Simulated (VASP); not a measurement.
# AlGa3N4 (Cm) in VASP: further runs, part 3 of 3

VASP 6.6.1.

## Step 5: Single point, r2SCAN (all Ga atoms moved +0.075 Å, as atom 2 along Cartesian [1 -1 0])

Contents of POSCAR:

```
AlGa3N4
1.0
    4.4653444522      0.0000000000      0.0000000000
    0.0000000000      4.4653444522      0.0000000000
    0.0000000000      0.0000000000      4.4653444522
Al Ga N
1 3 4
Direct
    0.0000000000      0.0000000000      0.0000000000
    0.5118765773      0.4881234227      0.0000000000
    0.5118765773     -0.0118765773      0.5000000000
    0.0118765773      0.4881234227      0.5000000000
    0.7553510553      0.7553510553      0.2446489447
    0.7553510553      0.2446489447      0.7553510553
    0.2446489447      0.7553510553      0.7553510553
    0.2446489447      0.2446489447      0.2446489447
```

Contents of INCAR.step1:

```
ALGO     = Normal         # electronic algorithm
EDIFF    = 1E-4           # SCF threshold, eV
ENCUT    = 520            # plane-wave cutoff, eV
GGA      = PE             # functional
ISMEAR   = 0              # smearing method
LASPH    = True           # aspherical terms in the spheres
LCHARG   = False          # write CHGCAR
LREAL    = False          # projectors in reciprocal space
LWAVE    = True           # write WAVECAR
NBANDS   = 41             # bands
NELM     = 100            # most SCF steps
PREC     = Accurate       # precision mode
SIGMA    = 0.05           # smearing width, eV
```

Contents of INCAR.step2:

```
ALGO     = Normal         # electronic algorithm
EDIFF    = 1E-6           # SCF threshold, eV
ENCUT    = 520            # plane-wave cutoff, eV
ISIF     = 2              # what is computed and relaxed
ISMEAR   = 0              # smearing method
ISTART   = 1            
LASPH    = True           # aspherical terms in the spheres
LCHARG   = True           # write CHGCAR
LELF     = True           # ELF
LMIXTAU  = True         
LREAL    = False          # projectors in reciprocal space
LVHAR    = True         
LWAVE    = False          # write WAVECAR
METAGGA  = R2SCAN         # meta-GGA
NBANDS   = 41             # bands
NELM     = 100            # most SCF steps
PREC     = Accurate       # precision mode
SIGMA    = 0.05           # smearing width, eV
```

Contents of KPOINTS:

```
k-points
0
Gamma
  6 6 6
```

Potentials or basis: VASP PAW PBE potentials, release 64 (Al, Ga_d, N).

Run with:

```bash
cat potpaw_PBE.64/Al/POTCAR potpaw_PBE.64/Ga_d/POTCAR potpaw_PBE.64/N/POTCAR > POTCAR
cp INCAR.step1 INCAR
mpirun -np 1 vasp_std > vasp.out
cp INCAR.step2 INCAR
mpirun -np 1 vasp_std > vasp.out
```

OUTCAR:

```text
EDIFF = 1E-6
   ENCUT = 520
   ISIF = 2
   ISMEAR = 0
   ISTART = 1
   LASPH = True
   LREAL = False
   METAGGA = R2SCAN
   NELM = 100
   PREC = Accurate

 ion  position               nearest neighbor table
   1  0.000  0.000  0.000-   5 1.89   6 1.89   7 1.89   8 1.89   2 3.08   3 3.12   4 3.12   3 3.12
                             4 3.12
   2  0.512  0.488  0.000-   6 1.89   5 1.95   8 1.95   7 2.01   1 3.08
   3  0.512  0.988  0.500-   5 1.89   6 1.95   7 1.95   8 2.01   1 3.12   1 3.12
   4  0.012  0.488  0.500-   8 1.89   6 1.95   7 1.95   5 2.01   1 3.12   1 3.12
   5  0.755  0.755  0.245-   3 1.89   1 1.89   2 1.95   4 2.01
   6  0.755  0.245  0.755-   2 1.89   1 1.89   3 1.95   4 1.95
   7  0.245  0.755  0.755-   1 1.89   3 1.95   4 1.95   2 2.01
   8  0.245  0.245  0.245-   4 1.89   1 1.89   2 1.95   3 2.01

  LATTYP: Found a simple cubic cell.
 ALAT       =     4.4653444522

  Lattice vectors:

 A1 = (   4.4653444522,   0.0000000000,   0.0000000000)
 A2 = (   0.0000000000,   4.4653444522,   0.0000000000)
 A3 = (   0.0000000000,   0.0000000000,   4.4653444522)

Analysis of symmetry for initial positions (statically):
=====================================================================
 Subroutine PRICEL returns:
 Original cell was already a primitive cell.

 Routine SETGRP: Setting up the symmetry group for a
 simple cubic supercell.

 Subroutine GETGRP returns: Found  2 space group operations
 (whereof  2 operations were pure point group operations)
 out of a pool of 48 trial point group operations.

The static configuration has the point symmetry C_1h.

Analysis of symmetry for dynamics (positions and initial velocities):
=====================================================================
 Subroutine PRICEL returns:
 Original cell was already a primitive cell.

 Routine SETGRP: Setting up the symmetry group for a
 simple cubic supercell.

 Subroutine GETGRP returns: Found  2 space group operations
 (whereof  2 operations were pure point group operations)
 out of a pool of 48 trial point group operations.

The dynamic configuration has the point symmetry C_1h.

 Subroutine INISYM returns: Found  2 space group operations
 (whereof  2 operations are pure point group operations),
 and found     1 'primitive' translations

----------------------------------------------------------------------------------------

                                     Primitive cell

  volume of cell :      89.0358

  direct lattice vectors                    reciprocal lattice vectors
     4.465344452  0.000000000  0.000000000     0.223946889  0.000000000  0.000000000
     0.000000000  4.465344452  0.000000000     0.000000000  0.223946889  0.000000000
     0.000000000  0.000000000  4.465344452     0.000000000  0.000000000  0.223946889

  length of vectors
     4.465344452  4.465344452  4.465344452     0.223946889  0.223946889  0.223946889

  position of ions in fractional coordinates (direct lattice)
     0.000000000  0.000000000  0.000000000
     0.511876577  0.488123423  0.000000000
     0.511876577  0.988123423  0.500000000
     0.011876577  0.488123423  0.500000000
[... 29 lines left out ...]
     0.000000000  0.000000000  0.037324482     0.000000000  0.000000000  0.166666667

  Length of vectors
     0.037324482  0.037324482  0.037324482

  Shift w.r.t. Gamma in fractional coordinates (k-lattice)
     0.000000000  0.000000000  0.000000000

 Subroutine IBZKPT returns following result:
 ===========================================

 Found     68 irreducible k-points:

 Following reciprocal coordinates:
            Coordinates               Weight
  0.000000  0.000000  0.000000      1.000000
  0.166667  0.000000  0.000000      4.000000
  0.000000  0.000000  0.166667      2.000000
  0.333333  0.000000  0.000000      4.000000
  0.000000  0.000000  0.333333      2.000000
  0.500000  0.000000  0.000000      2.000000
[... 16 lines left out ...]
  0.333333  0.000000  0.333333      4.000000
 -0.333333  0.333333  0.000000      2.000000
 [... further k-points ...]
   k-points           NKPTS =     68   k-points in BZ     NKDIM =     68   number of bands    NBANDS=     41
   number of dos      NEDOS =    301   number of ions     NIONS =      8
   total plane-waves  NPLWV =  46656
   dimension x,y,z NGX =    36 NGY =   36 NGZ =   36
   dimension x,y,z NGXF=    72 NGYF=   72 NGZF=   72
   ions per type =               1   3   4
   NGX,Y,Z   is equivalent  to a cutoff of  13.40, 13.40, 13.40 a.u.
   NGXF,Y,Z  is equivalent  to a cutoff of  26.81, 26.81, 26.81 a.u.
 SYSTEM =  unknown system
   PREC   = accura    normal or accurate (medium, high low for compatibility)
   ISTART =      1    job   : 0-new  1-cont  2-samecut
   ICHARG =      0    charge: 1-file 2-atom 10-const
   ISPIN  =      1    spin polarized calculation?
   LNONCOLLINEAR =      F non collinear calculations
   LSORBIT =      F    spin-orbit coupling
   LASPH  =      T    aspherical Exc in radial PAW
   ENCUT  =  520.0 eV  38.22 Ry    6.18 a.u.   8.30  8.30  8.30*2*pi/ulx,y,z
   NELM   =    100;   NELMIN=  2; NELMDL=  0     # of ELM steps
   EDIFF  = 0.1E-05   stopping-criterion for ELM
   LREAL  =      F    real-space projection
[... 7 lines left out ...]
   TEBEG  =    0.0;   TEEND  =   0.0 temperature during run
   PSTRESS=    0.0 pullay stress
   NELECT =      62.0000    total number of electrons
   NUPDOWN=      -1.0000    fix difference up-down
   EMIN   =  10.00;   EMAX   =-10.00  energy-range for DOS
   EFERMI =   0.00;   METHOD = LEGACY
   ISMEAR =     0;   SIGMA  =   0.05  broadening in eV -4-tet -1-fermi 0-gaus
   EFERMI_NEDOS =   21; number of points for ismear=-14 and -15
   IALGO  =     38    algorithm
   IMIX   =      4    mixing-type and parameters
     AMIX     =   0.40;   BMIX     =  1.00
     AMIX_MAG =   1.60;   BMIX_MAG =  1.00
  volume/ion in A,a.u.               =      11.13        75.11
  Fermi-wavevector in a.u.,A,eV,Ry     =   1.451055  2.742096 28.647877  2.105560
  Thomas-Fermi vector in A             =   2.568596
   LORBIT       =      0    0 simple, 1 ext, 2 COOP (PROOUT), +10 PAW based schemes
   METAGGA = R2SCAN    functional components
   LHFCALC =     F    Hartree Fock is set to
   AEXX    =    0.0000 exact exchange contribution
   IVDW    =     0    specifies the selected vdW correction
   LEPSILON=     F    determine dielectric tensor
   LRPA    =     F    only Hartree local field effects (RPA)
 non-spin polarized calculation
 Gauss-broadening in eV      SIGMA  =   0.05
  energy-cutoff  :      520.00
  volume of cell :       89.04
 maximum number of plane-waves:      2440
 NGX is ok and might be reduce to    36
   NGX = 17   NGY = 17   NGZ = 17

 number of electron      61.9999972 magnetization

 Free energy of the ion-electron system (eV)
  ---------------------------------------------------
  ext. energy  EPLUGINS =         0.00000000
  ---------------------------------------------------
  free energy    TOTEN  =       -84.73903438 eV

  energy without entropy =      -84.73903438  energy(sigma->0) =      -84.73903438

 E-fermi :   5.5196     XC(G=0): -12.3812

 val. band max:        5.3172395160   @ k =   0.0000   0.0000   0.0000
 cond. band min:       7.9884398628   @ k =   0.0000   0.0000   0.0000
 fundamental gap:      2.6712003468
 Fermi energy:         5.5195693248

 k-point     1 :       0.0000    0.0000    0.0000
  band No.  band energies     occupation
      1     -11.3376      2.00000
      2     -10.0432      2.00000
      3      -9.9410      2.00000
      4      -9.7947      2.00000
      5      -8.3436      2.00000
      6      -8.3279      2.00000
[... 1045 lines left out ...]
     40      15.7452      0.00000
     41      16.0608      0.00000

 [... further k-points ...]
[... 5 lines left out ...]
  --------------------------------------------------------------------------------------
  -------------------------------------------------------------------------------------
  Total        0.5871401      0.5871401      0.7847625     -0.3372164      1.4499617     -1.4500166
  in kB       10.5654358     10.5654358     14.1216002     -6.0681238     26.0916900    -26.0926775
  external PRESSURE =      11.7508239 kB  Pullay stress =       0.0000000 kB

 VOLUME and BASIS-vectors are now :
 -----------------------------------------------------------------------------
  energy-cutoff  :      520.00
  volume of cell :       89.04
      direct lattice vectors                 reciprocal lattice vectors
     4.465344452  0.000000000  0.000000000     0.223946889  0.000000000  0.000000000
     0.000000000  4.465344452  0.000000000     0.000000000  0.223946889  0.000000000
     0.000000000  0.000000000  4.465344452     0.000000000  0.000000000  0.223946889

 POSITION                                       TOTAL-FORCE (eV/Angst)
 -----------------------------------------------------------------------------------
      0.00000      0.00000      0.00000         0.304744     -0.304744      0.004379
      2.28571      2.17964      0.00000        -0.955399      0.955399      0.156072
      2.28571      4.41231      2.23267        -0.953477      0.469755      0.155280
      0.05303      2.17964      2.23267        -0.469755      0.953477      0.155280
      3.37290      3.37290      1.09244         0.671934     -0.582365     -0.193917
      3.37290      1.09244      3.37290         0.512464     -0.512464     -0.264390
      1.09244      3.37290      3.37290         0.307123     -0.307123      0.181215
      1.09244      1.09244      1.09244         0.582365     -0.671934     -0.193917
 -----------------------------------------------------------------------------------
    total drift:                                0.012447     -0.012446      0.008989

  FREE ENERGIE OF THE ION-ELECTRON SYSTEM (eV)
  ---------------------------------------------------
  free  energy   TOTEN  =       -84.7390343840 eV

  energy  without entropy=      -84.7390343840  energy(sigma->0) =      -84.73903438
```

Wall time 11 min (1 thread of Intel Xeon Platinum 8275CL at 3.00GHz (Skylake/Cascade Lake), shared host); peak memory 0.35 GiB.

Results:

- Free energy: -84.7390 eV
- Pressure: 1.2 GPa
- Largest force: 1.360 eV/Å
- Band gap on the k mesh: 2.67 eV

Forces on the atoms (eV/Å):
```
Al   0.305 -0.305  0.004
Ga  -0.955  0.955  0.156
Ga  -0.953  0.470  0.155
Ga  -0.470  0.953  0.155
N    0.672 -0.582 -0.194
N    0.512 -0.512 -0.264
N    0.307 -0.307  0.181
N    0.582 -0.672 -0.194
```

Levels at points of the mesh, in eV from the valence-band top:
```tsv
k point	band 28	band 29	band 30	band 31	band 32	band 33	band 34	band 35
(0.00, 0.00, 0.00)	-2.55	-0.26	-0.12	0.00	2.67	3.61	3.78	3.98
(0.50, 0.00, 0.00)	-1.69	-1.65	-1.46	-1.18	5.27	5.46	6.56	6.73
(0.00, 0.00, 0.50)	-1.66	-1.63	-1.33	-1.32	5.30	5.40	6.64	6.69
(0.50, 0.50, 0.00)	-1.18	-1.10	-1.05	-0.72	7.18	7.35	7.38	7.81
(0.00, 0.50, 0.50)	-1.21	-1.11	-1.09	-0.66	7.17	7.35	7.37	7.74
(0.50, 0.50, 0.50)	-1.01	-0.81	-0.64	-0.61	5.36	5.43	5.52	6.80
```

Caveat: the cell differs from its parent crystal (all Ga atoms moved +0.075 Å, as atom 2 along Cartesian [1 -1 0]); the PAW data sets were made with another functional, which shifts forces and pressure a little.

## Step 6: Summary

| cell | gap on the mesh (eV) | pressure (GPa) | largest force (eV/Å) |
| --- | --- | --- | --- |
| as given, atomic positions A | 2.64 | 1.3 | 1.60 |
| as given, atomic positions B | 2.70 | 1.1 | 1.13 |
| as given, atomic positions C | 2.62 | 1.5 | 1.84 |
| as given, atomic positions D | 2.67 | 1.2 | 1.36 |

Alike in all rows: task single point; level r2SCAN; potentials or basis VASP PAW PBE potentials, release 64 (Al, Ga_d, N); no spin polarisation; k mesh 6 × 6 × 6; cutoff (eV) 520; smearing gaussian 0.05 eV.

Caveats: the PAW data sets were made with another functional, which shifts forces and pressure a little.

Total energies depend on the potentials used, so only differences within one code and one set of settings carry meaning.
